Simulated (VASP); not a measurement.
# AlN (P6_3mc) in VASP: settings compared

Aim: see how the results for AlN move with the level of theory and the settings. Levels: PBE, r2SCAN. Tasks: single point.

Program: VASP 6.6.1. These are calculated values, not measurements. Logs are shortened: lines on timing, memory, paths and dates and some standing lists are left out, and cuts for length are marked.

## (1) The cell of the first run

Symmetry: P6_3mc, No. 186, hexagonal system. Conventional cell: a = 3.060 Å, b = 3.060 Å, c = 4.904 Å, α = 90.00°, β = 90.00°, γ = 120.00°. Within 2.5 Å of Al (site symmetry 3m) lie 4 N at 1.86 to 1.87 Å. Within 2.5 Å of N (site symmetry 3m) lie 4 Al at 1.86 to 1.87 Å.

## (2) Single point, PBE (strain -1.5%)

Contents of INCAR:

```
SYSTEM = AlN
PREC = Accurate
ENCUT = 520
EDIFF = 1E-6
ISMEAR = -1
SIGMA = 0.02
LREAL = .FALSE.
LASPH = .TRUE.
NELM = 60
ALGO = Normal
ISIF = 2
LWAVE = .FALSE.
LCHARG = .FALSE.
GGA = PE
NBANDS = 16
```

Contents of KPOINTS:

```
Automatic mesh
0
G
  12 12 6
  0 0 0
```

Contents of POSCAR:

```
AlN
1.0
    3.0600933540      0.0000000000      0.0000000000
   -1.5300466770      2.6501185825      0.0000000000
    0.0000000000      0.0000000000      4.9039126757
Al N
2 2
Direct
    0.3333333333      0.6666666667     -0.0034405326
    0.6666666667      0.3333333333      0.4965594674
    0.3333333333      0.6666666667      0.3784405326
    0.6666666667      0.3333333333      0.8784405326
```

Potentials or basis: VASP PAW PBE potentials, release 64 (Al, N).

The run is started by

```bash
$ cat potpaw_PBE.64/Al/POTCAR potpaw_PBE.64/N/POTCAR > POTCAR
$ mpirun -np 1 vasp_std > vasp.out
```

OUTCAR:

```text
SYSTEM = AlN
   PREC = Accurate
   ENCUT = 520
   EDIFF = 1E-6
   ISMEAR = -1
   LREAL = .FALSE.
   LASPH = .TRUE.
   NELM = 60
   ISIF = 2
   GGA = PE

 ion  position               nearest neighbor table
   1  0.333  0.667  0.997-   4 1.86   4 1.86   4 1.86   3 1.87   2 3.02   2 3.02   2 3.02   2 3.02
                             2 3.02   2 3.02
   2  0.667  0.333  0.497-   3 1.86   3 1.86   3 1.86   4 1.87   1 3.02   1 3.02   1 3.02   1 3.02
                             1 3.02   1 3.02
   3  0.333  0.667  0.378-   2 1.86   2 1.86   2 1.86   1 1.87
   4  0.667  0.333  0.878-   1 1.86   1 1.86   1 1.86   2 1.87

  LATTYP: Found a hexagonal cell.
 ALAT       =     3.0600933540
 C/A-ratio  =     1.6025369518

  Lattice vectors:

 A1 = (   3.0600933540,   0.0000000000,   0.0000000000)
 A2 = (  -1.5300466770,   2.6501185825,   0.0000000000)
 A3 = (   0.0000000000,   0.0000000000,   4.9039126757)

Analysis of symmetry for initial positions (statically):
=====================================================================
 Subroutine PRICEL returns:
 Original cell was already a primitive cell.

 Routine SETGRP: Setting up the symmetry group for a
 hexagonal supercell.

 Subroutine GETGRP returns: Found 12 space group operations
 (whereof  6 operations were pure point group operations)
 out of a pool of 24 trial point group operations.

The static configuration has the point symmetry C_3v.
 The point group associated with its full space group is C_6v.

Analysis of symmetry for dynamics (positions and initial velocities):
=====================================================================
 Subroutine PRICEL returns:
 Original cell was already a primitive cell.

 Routine SETGRP: Setting up the symmetry group for a
 hexagonal supercell.

 Subroutine GETGRP returns: Found 12 space group operations
 (whereof  6 operations were pure point group operations)
 out of a pool of 24 trial point group operations.

The dynamic configuration has the point symmetry C_3v.
 The point group associated with its full space group is C_6v.

 Subroutine INISYM returns: Found 12 space group operations
 (whereof  6 operations are pure point group operations),
 and found     1 'primitive' translations

----------------------------------------------------------------------------------------

                                     Primitive cell

  volume of cell :      39.7688

  direct lattice vectors                    reciprocal lattice vectors
     3.060093354  0.000000000  0.000000000     0.326787416  0.188670803  0.000000000
    -1.530046677  2.650118583  0.000000000     0.000000000  0.377341605  0.000000000
     0.000000000  0.000000000  4.903912676     0.000000000  0.000000000  0.203918802

  length of vectors
     3.060093354  3.060093354  4.903912676     0.377341605  0.377341605  0.203918802

  position of ions in fractional coordinates (direct lattice)
     0.333333333  0.666666667  0.996559467
     0.666666667  0.333333333  0.496559467
     0.333333333  0.666666667  0.378440533
     0.666666667  0.333333333  0.878440533

  ion indices of the primitive-cell ions
   primitive index   ion index
                 1           1
                 2           2
                 3           3
                 4           4

----------------------------------------------------------------------------------------

 KPOINTS: Automatic mesh

Automatic generation of k-mesh.
 Grid dimensions read from file:
 generate k-points for:   12   12    6

 Generating k-lattice:

  Cartesian coordinates                     Fractional coordinates (reciprocal lattice)
     0.027232285  0.015722567  0.000000000     0.083333333  0.000000000  0.000000000
     0.000000000  0.031445134  0.000000000     0.000000000  0.083333333  0.000000000
     0.000000000  0.000000000  0.033986467     0.000000000  0.000000000  0.166666667

  Length of vectors
     0.031445134  0.031445134  0.033986467

  Shift w.r.t. Gamma in fractional coordinates (k-lattice)
     0.000000000  0.000000000  0.000000000

 Subroutine IBZKPT returns following result:
 ===========================================

 Found     76 irreducible k-points:

 Following reciprocal coordinates:
            Coordinates               Weight
  0.000000  0.000000  0.000000      1.000000
  0.083333  0.000000  0.000000      6.000000
  0.166667  0.000000  0.000000      6.000000
  0.250000  0.000000  0.000000      6.000000
  0.333333  0.000000  0.000000      6.000000
  0.416667  0.000000  0.000000      6.000000
[... 16 lines left out ...]
  0.250000  0.000000  0.166667     12.000000
  0.333333  0.000000  0.166667     12.000000
 [... further k-points ...]
   k-points           NKPTS =     76   k-points in BZ     NKDIM =     76   number of bands    NBANDS=     16
   number of dos      NEDOS =    301   number of ions     NIONS =      4
   total plane-waves  NPLWV =  20736
   dimension x,y,z NGX =    24 NGY =   24 NGZ =   36
   dimension x,y,z NGXF=    48 NGYF=   48 NGZF=   72
   ions per type =               2   2
   NGX,Y,Z   is equivalent  to a cutoff of  13.04, 13.04, 12.20 a.u.
   NGXF,Y,Z  is equivalent  to a cutoff of  26.08, 26.08, 24.41 a.u.
 SYSTEM =  AlN
   PREC   = accura    normal or accurate (medium, high low for compatibility)
   ISTART =      0    job   : 0-new  1-cont  2-samecut
   ICHARG =      2    charge: 1-file 2-atom 10-const
   ISPIN  =      1    spin polarized calculation?
   LNONCOLLINEAR =      F non collinear calculations
   LSORBIT =      F    spin-orbit coupling
   LASPH  =      T    aspherical Exc in radial PAW
   ENCUT  =  520.0 eV  38.22 Ry    6.18 a.u.   5.69  5.69  9.12*2*pi/ulx,y,z
   NELM   =     60;   NELMIN=  2; NELMDL= -5     # of ELM steps
   EDIFF  = 0.1E-05   stopping-criterion for ELM
   LREAL  =      F    real-space projection
   EDIFFG = 0.1E-04   stopping-criterion for IOM
   NSW    =      0    number of steps for IOM
   IBRION =     -1    ionic relax: 0-MD 1-quasi-New 2-CG
   NFREE  =      0    steps in history (QN), initial steepest desc. (CG)
   ISIF   =      2    stress and relaxation
   ISYM   =      2    0-nonsym 1-usesym 2-fastsym
   POTIM  = 0.5000    time-step for ionic-motion
   TEBEG  =    0.0;   TEEND  =   0.0 temperature during run
   PSTRESS=    0.0 pullay stress
   NELECT =      16.0000    total number of electrons
   NUPDOWN=      -1.0000    fix difference up-down
   EMIN   =  10.00;   EMAX   =-10.00  energy-range for DOS
   EFERMI =   0.00;   METHOD = LEGACY
   ISMEAR =    -1;   SIGMA  =   0.02  broadening in eV -4-tet -1-fermi 0-gaus
   EFERMI_NEDOS =   21; number of points for ismear=-14 and -15
   IALGO  =     38    algorithm
   IMIX   =      4    mixing-type and parameters
     AMIX     =   0.40;   BMIX     =  1.00
     AMIX_MAG =   1.60;   BMIX_MAG =  1.00
  volume/ion in A,a.u.               =       9.94        67.09
  Fermi-wavevector in a.u.,A,eV,Ry     =   1.208557  2.283842 19.872816  1.460611
  Thomas-Fermi vector in A             =   2.344161
   LORBIT       =      0    0 simple, 1 ext, 2 COOP (PROOUT), +10 PAW based schemes
   GGA     = PE    functional components
   LHFCALC =     F    Hartree Fock is set to
   AEXX    =    0.0000 exact exchange contribution
   IVDW    =     0    specifies the selected vdW correction
   LEPSILON=     F    determine dielectric tensor
   LRPA    =     F    only Hartree local field effects (RPA)
 non-spin polarized calculation
  energy-cutoff  :      520.00
  volume of cell :       39.77
 maximum number of plane-waves:      1092
 NGX is ok and might be reduce to    24
   NGX = 11   NGY = 11   NGZ = 19

 number of electron      15.9999997 magnetization

 Free energy of the ion-electron system (eV)
  ---------------------------------------------------
  ext. energy  EPLUGINS =         0.00000000
  ---------------------------------------------------
  free energy    TOTEN  =       -29.65828741 eV

  energy without entropy =      -29.65828741  energy(sigma->0) =      -29.65828741

 E-fermi :   7.0183     XC(G=0): -11.1259

 val. band max:        6.6359555066   @ k =   0.0000   0.0000   0.0000
 cond. band min:      11.2817709423   @ k =   0.0000   0.0000   0.0000
 fundamental gap:      4.6458154356
 Fermi energy:         7.0182770486

 k-point     1 :       0.0000    0.0000    0.0000
  band No.  band energies     occupation
      1      -8.8538      2.00000
      2      -6.5555      2.00000
      3       0.4155      2.00000
      4       5.7499      2.00000
      5       5.7499      2.00000
      6       6.4086      2.00000
[... 8 lines left out ...]
     15      20.2557      0.00000
     16      20.2557      0.00000

 k-point     2 :       0.0833    0.0000    0.0000
  band No.  band energies     occupation
      1      -8.7598      2.00000
      2      -6.5015      2.00000
      3       0.5251      2.00000
      4       5.3271      2.00000
      5       5.6277      2.00000
      6       6.0013      2.00000
[... 8 lines left out ...]
     15      20.2988      0.00000
     16      20.3147      0.00000

 k-point     3 :       0.1667    0.0000    0.0000
  band No.  band energies     occupation
      1      -8.4860      2.00000
      2      -6.3538      2.00000
      3       0.8483      2.00000
      4       4.2923      2.00000
      5       5.1179      2.00000
      6       5.3424      2.00000
[... 8 lines left out ...]
     15      19.4907      0.00000
     16      19.7535      0.00000

 k-point     4 :       0.2500    0.0000    0.0000
  band No.  band energies     occupation
      1      -8.0584      2.00000
      2      -6.1576      2.00000
      3       1.3664      2.00000
      4       3.0776      2.00000
      5       4.1283      2.00000
      6       5.0164      2.00000
[... 8 lines left out ...]
     15      19.2626      0.00000
     16      20.3424      0.00000
[... 324 lines left out ...]
 k-point    22 :       0.1667    0.0000    0.1667
  band No.  band energies     occupation
      1      -8.3787      2.00000
      2      -6.5552      2.00000
      3       1.1713      2.00000
      4       4.3639      2.00000
      5       4.8804      2.00000
      6       5.4011      2.00000
[... 8 lines left out ...]
     15      19.6052      0.00000
     16      19.9586      0.00000

 k-point    23 :       0.2500    0.0000    0.1667
  band No.  band energies     occupation
      1      -7.9585      2.00000
      2      -6.3264      2.00000
      3       1.5304      2.00000
      4       3.2492      2.00000
      5       3.9375      2.00000
      6       5.0847      2.00000
[... 8 lines left out ...]
     15      19.4989      0.00000
     16      20.4201      0.00000

 k-point    24 :       0.3333    0.0000    0.1667
  band No.  band energies     occupation
      1      -7.4435      2.00000
      2      -6.1161      2.00000
      3       1.5632      2.00000
      4       2.5811      2.00000
      5       3.1956      2.00000
      6       4.8087      2.00000
[... 8 lines left out ...]
     15      19.5807      0.00000
     16      21.4436      0.00000

 [... further k-points ...]
[... 5 lines left out ...]
  --------------------------------------------------------------------------------------
  -------------------------------------------------------------------------------------
  Total        3.7831703      3.7831703      3.5066910      0.0000000      0.0000000      0.0000000
  in kB      152.4136148    152.4136147    141.2750169      0.0000000      0.0000000      0.0000000
  external PRESSURE =     148.7007488 kB  Pullay stress =       0.0000000 kB

 VOLUME and BASIS-vectors are now :
 -----------------------------------------------------------------------------
  energy-cutoff  :      520.00
  volume of cell :       39.77
      direct lattice vectors                 reciprocal lattice vectors
     3.060093354  0.000000000  0.000000000     0.326787416  0.188670803  0.000000000
    -1.530046677  2.650118583  0.000000000     0.000000000  0.377341605  0.000000000
     0.000000000  0.000000000  4.903912676     0.000000000  0.000000000  0.203918802

 POSITION                                       TOTAL-FORCE (eV/Angst)
 -----------------------------------------------------------------------------------
     -0.00000      1.76675      4.88704         0.000000      0.000000     -0.006891
      1.53005      0.88337      2.43508        -0.000000      0.000000     -0.006891
     -0.00000      1.76675      1.85584        -0.000000     -0.000000      0.006891
      1.53005      0.88337      4.30780         0.000000      0.000000      0.006891
 -----------------------------------------------------------------------------------
    total drift:                                0.000000      0.000000      0.000091

  FREE ENERGIE OF THE ION-ELECTRON SYSTEM (eV)
  ---------------------------------------------------
  free  energy   TOTEN  =       -29.6582874074 eV

  energy  without entropy=      -29.6582874074  energy(sigma->0) =      -29.65828741
```

Wall time 29 s (1 thread of Intel Xeon Platinum 8259CL at 2.50GHz (Skylake/Cascade Lake), shared host); peak memory 0.17 GiB.

What came out:

| Item | Value |
| --- | --- |
| Free energy | -29.6583 eV |
| Pressure | 14.9 GPa |
| Largest force | 0.007 eV/Å |
| Band gap on the k mesh | 4.65 eV, direct |

Forces in eV/Å, atoms in the order of the input:
```
Al   0.000  0.000 -0.007
Al   0.000  0.000 -0.007
N    0.000  0.000  0.007
N    0.000  0.000  0.007
```

Stress tensor (GPa, compression positive):
```
15.24  0.00  0.00
 0.00 15.24  0.00
 0.00  0.00 14.13
```

Levels at points of the mesh, in eV from the valence-band top:
| k point | band 6 | band 7 | band 8 | band 9 | band 10 | band 11 |
| --- | --- | --- | --- | --- | --- | --- |
| (0.00, 0.00, 0.00) | -0.23 | -0.23 | 0.00 | 4.65 | 7.10 | 11.02 |
| (0.50, 0.00, 0.00) | -2.16 | -1.85 | -0.71 | 5.91 | 5.99 | 8.62 |
| (0.00, 0.00, 0.50) | -0.57 | -0.57 | -0.57 | 6.90 | 6.90 | 10.73 |
| (0.50, 0.00, 0.50) | -1.51 | -1.41 | -1.41 | 5.47 | 5.47 | 9.56 |

Caveat: the cell differs from its parent crystal (strain -1.5%).

## (3) Single point, PBE

This run uses another cell than the first one, of 10.40 Å³/atom, 1.046 times its volume.

Contents of INCAR:

```
PREC = Accurate
ENCUT = 520
EDIFF = 1E-7
ISMEAR = -1
SIGMA = 0.02
LREAL = False
LASPH = True
NELM = 100
ALGO = Normal
ISIF = 2
LWAVE = False
LCHARG = False
GGA = PE
NBANDS = 16
```

Contents of KPOINTS:

```
regular mesh
0
Gamma
  12 12 6
```

Contents of POSCAR:

```
AlN
1.0
    3.1066937604      0.0000000000      0.0000000000
   -1.5533468802      2.6904757183      0.0000000000
    0.0000000000      0.0000000000      4.9785915490
Al N
2 2
Direct
    0.3333333333      0.6666666667     -0.0032954727
    0.6666666667      0.3333333333      0.4967045273
    0.3333333333      0.6666666667      0.3782954727
    0.6666666667      0.3333333333      0.8782954727
```

Potentials or basis: VASP PAW PBE potentials, release 64 (Al, N).

The run is started by

```bash
$ cat potpaw_PBE.64/Al/POTCAR potpaw_PBE.64/N/POTCAR > POTCAR
$ mpirun -np 1 vasp_std > vasp.out
```

Wall time 34 s (1 thread of Intel Xeon Platinum 8259CL at 2.50GHz (Skylake/Cascade Lake), shared host); peak memory 0.18 GiB.

Results (log left out):

| Property | Result |
| --- | --- |
| Free energy | -29.7679 eV |
| Pressure | 4.4 GPa |
| Largest force | 0.009 eV/Å |
| Band gap on the k mesh | 4.24 eV, direct |

Forces in eV/Å, atoms in the order of the input:
```
Al   0.000  0.000 -0.009
Al   0.000  0.000 -0.009
N    0.000  0.000  0.009
N    0.000  0.000  0.009
```

Stress tensor (GPa, compression positive):
```
4.44 0.00 0.00
0.00 4.44 0.00
0.00 0.00 4.29
```

Levels at points of the mesh, in eV from the valence-band top:
```tsv
k point	band 6	band 7	band 8	band 9	band 10	band 11
(0.00, 0.00, 0.00)	-0.21	-0.21	0.00	4.24	6.70	10.64
(0.50, 0.00, 0.00)	-2.09	-1.78	-0.69	5.81	5.83	8.22
(0.00, 0.00, 0.50)	-0.54	-0.54	-0.54	6.51	6.51	10.35
(0.50, 0.00, 0.50)	-1.46	-1.37	-1.37	5.32	5.32	9.28
```

A k mesh can miss the band edges.

(Continued in part 2 of 2.)
